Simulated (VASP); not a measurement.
Ge: single point with PBEsol+D4

Crystal: Ge.

```
Ge
1.0
    -2.54985    2.54985    1.38049
     2.54985   -2.54985    1.38049
     2.54985    2.54985   -1.38049
Ge
2
Direct
  0.50000 0.50000 0.00000
  0.25000 0.75000 0.50000
```

- Program: VASP 6.6.1
- Task: single point
- Functional: PBEsol
- Dispersion: D4
- Potentials or basis: VASP PAW PBE potentials, release 64 (Ge_d)
- Cutoff: 520 eV
- k mesh: 11 × 11 × 11
- Occupations: fermi-dirac, width 0.05 eV
- Spin: no spin polarisation

```
Pressure                   : 0.0 GPa
Band gap on the k mesh     : zero (band 14 reaches 8.81 eV, above the bottom of band 15 at 3.91 eV)
Dispersion energy per atom : -0.232 eV
```

Stress tensor (GPa, compression positive):
```
-0.05  0.00  0.00
 0.00 -0.05  0.00
 0.00  0.00  0.03
```

Levels at points of the mesh, in eV from the Fermi level:
```tsv
k point	band 10	band 11	band 12	band 13	band 14	band 15	band 16	band 17	band 18	band 19
(0.00, 0.00, 0.00)	-24.39	-13.63	-4.03	-2.48	-2.48	3.13	7.74	7.74	8.41	8.64
```

It took 95 s on 1 thread of Intel(R) Xeon(R) Platinum 8488C (Sapphire Rapids) (shared host), peak memory 0.21 GiB.

Caveat: the PAW data sets were made with another functional, which shifts forces and pressure a little; pairwise dispersion overbinds metals, which lowers pressure and volume.
